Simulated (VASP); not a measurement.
Write the native input for VASP 6.6.1 that does the following.

```yaml
Task: single point
Functional: PBEsol
Potentials_or_basis: VASP PAW PBE potentials, release 64 (Ca_sv, F)
Cutoff: 600 eV
k_mesh: 6 × 6 × 6
Occupations: gaussian, width 0.01 eV
Spin: no spin polarisation
Dipole_correction: no
Further_INCAR_settings: ALGO = Normal; EDIFF = 1e-06; NBANDS = 19
```

The structure of CaF2 lies in POSCAR:

```
CaF2
1.0
    0.0000000000      2.7034122552      2.7034122552
    2.7034122552      0.0000000000      2.7034122552
    2.7034122552      2.7034122552      0.0000000000
Ca F
1 2
Direct
    0.0000000000      0.0000000000      0.0000000000
    0.2500000000      0.2500000000      0.2500000000
    0.7500000000      0.7500000000      0.7500000000
```

One way to write it, as run:

INCAR

```
ALGO     = Normal         # electronic algorithm
EDIFF    = 1E-6           # SCF threshold, eV
ENCUT    = 600            # plane-wave cutoff, eV
GGA      = PS             # functional
GGA_COMPAT= F            
ISIF     = 2              # what is computed and relaxed
ISMEAR   = 0              # smearing method
LASPH    = T              # aspherical terms in the spheres
LCHARG   = F              # write CHGCAR
LREAL    = F              # projectors in reciprocal space
LWAVE    = F              # write WAVECAR
NBANDS   = 19             # bands
NELM     = 120            # most SCF steps
PREC     = Accurate       # precision mode
SIGMA    = 0.01           # smearing width, eV
```

KPOINTS

```
k-points
0
Gamma
  6 6 6
```

Potentials or basis: VASP PAW PBE potentials, release 64 (Ca_sv, F).

Launch:

```bash
$ cat potpaw_PBE.64/Ca_sv/POTCAR potpaw_PBE.64/F/POTCAR > POTCAR
$ mpirun -np 1 vasp_std > vasp.out
```

It gave:

```json
{
 "Pressure": "1.0 GPa",
 "Band gap on the k mesh": "7.27 eV (least direct gap 7.53 eV)"
}
```

Caveat: the PAW data sets were made with another functional, which shifts forces and pressure a little.

Run time: 9.5 s on 1 thread of AMD EPYC 9R45 96-Core Processor (Zen 5), on a shared host, peak memory 0.14 GiB.
